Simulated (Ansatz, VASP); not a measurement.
Sr in VASP and in Ansatz

INCAR

```
AGGAC = 1.0
AGGAX = 1.0
ALDAC = 0.0
ALDAX = 1.0
ALGO = Normal
EDIFF = 1E-6
ENCUT = 500
GGA = B5
GGA_COMPAT = False
ISIF = 2
ISMEAR = 0
LASPH = True
LCHARG = True
LELF = True
LREAL = False
LVHAR = True
LWAVE = False
NBANDS = 22
NELM = 120
PREC = Accurate
SIGMA = 0.1
```

Contents of KPOINTS:

```
k-points
0
Gamma
  4 4 2
```

POSCAR

```
Sr
1.0
    3.7437411953     -2.1636345507      0.0000000000
    3.7437411953      2.1636345507      0.0000000000
   -2.5249313947      0.0000000000     10.5801523658
Sr
3
Direct
    0.0000000000      0.0000000000      0.5000000000
    0.2223443500      0.2223443500      0.1666707800
    0.7776556500      0.7776556500      0.8333292200
```

Input for Ansatz:

```yaml
crystal:
  lattice:
    - [3.7437411953, -2.1636345507, 0.0]
    - [3.7437411953, 2.1636345507, 0.0]
    - [-2.5249313947, 0.0, 10.5801523658]
  atoms:
    - { symbol: Sr, position: [0.0, 0.0, 0.5] }
    - { symbol: Sr, position: [0.22234435, 0.22234435, 0.16667078] }
    - { symbol: Sr, position: [0.77765565, 0.77765565, 0.83332922] }
basis:
  ecutwfc: 420
  precision: f64
kpoints:
  mp_grid: { grid: [4, 4, 2] }
hamiltonian:
  xc: blyp
scf:
  occupations: { method: gaussian, width: 0.1 }
output:
  forces: true
  stress: true
  eigenvalues: true
```

Alike in both runs: task single point; functional BLYP; k mesh 4 × 4 × 2; occupations gaussian, width 0.1 eV; no spin polarisation.

```csv
,VASP,Ansatz
version,VASP 6.6.1,Ansatz 0.2.0
potentials or method,"VASP PAW PBE potentials, release 64 (Sr_sv), cutoff 500 eV","scalar-relativistic, plane waves, PAW"
valence electrons in the cell,30,30
```

```tsv
	VASP	Ansatz	Ansatz less VASP
gap on the k mesh at the Fermi level (eV)	none	none	-
pressure (GPa)	-0.2	-0.2	+0.01
traceless stress, the component that is largest in VASP (GPa)	0.39	0.40	+0.014
rms of the force components (eV/Å)	0.011	0.011	-0.0003
```

VASP's potentials were made for PBE, not for BLYP. Atom by atom the forces differ by 0.000 eV/Å (rms over components). A gap of «none» marks a metal or a gap that the smearing closes.

The k mesh is coarse, so the values compare programs but aren't converged.
